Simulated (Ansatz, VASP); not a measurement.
## Si in VASP and in Ansatz

```
Si
1.0
     0.00000    2.71550    2.71550
     2.71550    0.00000    2.71550
     2.71550    2.71550    0.00000
Si
2
Direct
  0.00000 0.00000 0.00000
  0.25000 0.25000 0.25000
```

Alike in both runs: task single point; functional PBE; k mesh 6 × 6 × 6; occupations gaussian, width 0.1 eV; no spin polarisation.

|  | VASP | Ansatz |
| --- | --- | --- |
| version | VASP 6.6.1 | Ansatz 0.2.0 |
| potentials or method | VASP PAW PBE potentials, release 64 (Si), cutoff 500 eV | scalar-relativistic, plane waves, PAW |
| valence electrons in the cell | 8 | 8 |

```tsv
	VASP	Ansatz	Ansatz less VASP
gap on the k mesh at the Fermi level (eV)	0.71	0.71	-0.001
least direct gap on the mesh (eV)	2.56	2.56	-0.005
pressure (GPa)	2.0	2.1	+0.06
```

With one functional, cell and mesh, what is left measures potentials, basis and numerics.
